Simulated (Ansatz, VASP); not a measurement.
**RbVO2 in VASP and in Ansatz**

Contents of INCAR:

```
SYSTEM = RbVO2
PREC = Accurate ; ENCUT = 520
EDIFF = 1E-7 ; ISMEAR = 0
SIGMA = 0.1 ; LREAL = .False.
LASPH = .True. ; NELM = 150
ALGO = Normal ; ISIF = 2
LWAVE = .False. ; LCHARG = .False.
ISPIN = 2 ; MAGMOM = 0 2 0 0
LORBIT = 11 ; LMAXMIX = 4
GGA = PE ; NBANDS = 29
```

KPOINTS

```
regular mesh
0
Gamma
  4 4 4
  0 0 0
```

POSCAR

```
RbVO2
1.0
    3.8509895700      0.0000000000      0.0000000000
    0.0000000000      3.8509895700      0.0000000000
    0.0000000000      0.0000000000      6.1725050000
Rb V O
1 1 2
Direct
    0.0000000000      0.0000000000      0.5000000000
    0.5000000000      0.5000000000      0.0000000000
    0.0000000000      0.0000000000      0.8620973800
    0.0000000000      0.0000000000      0.1379026200
```

Input for Ansatz:

```yaml
crystal:
  lattice:
    - [3.85098957, 0.0, 0.0]
    - [0.0, 3.85098957, 0.0]
    - [0.0, 0.0, 6.172505]
  atoms:
    - { symbol: Rb, position: [0.0, 0.0, 0.5] }
    - { symbol: V, position: [0.5, 0.5, 0.0], spin: 2.0 }
    - { symbol: O, position: [0.0, 0.0, 0.86209738] }
    - { symbol: O, position: [0.0, 0.0, 0.13790262] }
basis:
  ecutwfc: 420
kpoints:
  mp_grid: { grid: [4, 4, 4] }
hamiltonian:
  xc: pbe
scf:
  occupations: { method: gaussian, width: 0.1 }
  lower_state_search: "off"
output:
  forces: true
  stress: true
  eigenvalues: true
  populations: true
magnetization:
  spin_polarized: true
```

Alike in both runs: task single point; functional PBE; k mesh 4 × 4 × 4; occupations gaussian, width 0.1 eV; collinear spin.

|  | VASP | Ansatz |
| --- | --- | --- |
| version | VASP 6.6.1 | Ansatz 0.2.0 |
| potentials or method | VASP PAW PBE potentials, release 64 (Rb_sv, V_sv, O), cutoff 520 eV | scalar-relativistic, plane waves, PAW |
| valence electrons in the cell | 34 | 34 |

|  | VASP | Ansatz | Ansatz less VASP |
| --- | --- | --- | --- |
| gap on the k mesh at the Fermi level (eV) | none | none | - |
| pressure (GPa) | -2.8 | -2.9 | -0.18 |
| traceless stress, the component that is largest in VASP (GPa) | 12.62 | 11.96 | -0.651 |
| rms of the force components (eV/Å) | 1.347 | 1.349 | +0.0021 |
| net moment per atom (μB) | 0.93 | 0.93 | +0.004 |
| size of the moment on the site where the two differ most (μB) | 3.06 | 3.07 | +0.012 |

Site moments also hang on the region over which each program counts them. Atom by atom the forces differ by 0.002 eV/Å (rms over components). A gap of «none» marks a metal or a gap that the smearing closes.

The k mesh is coarse, so the values compare programs but aren't converged.
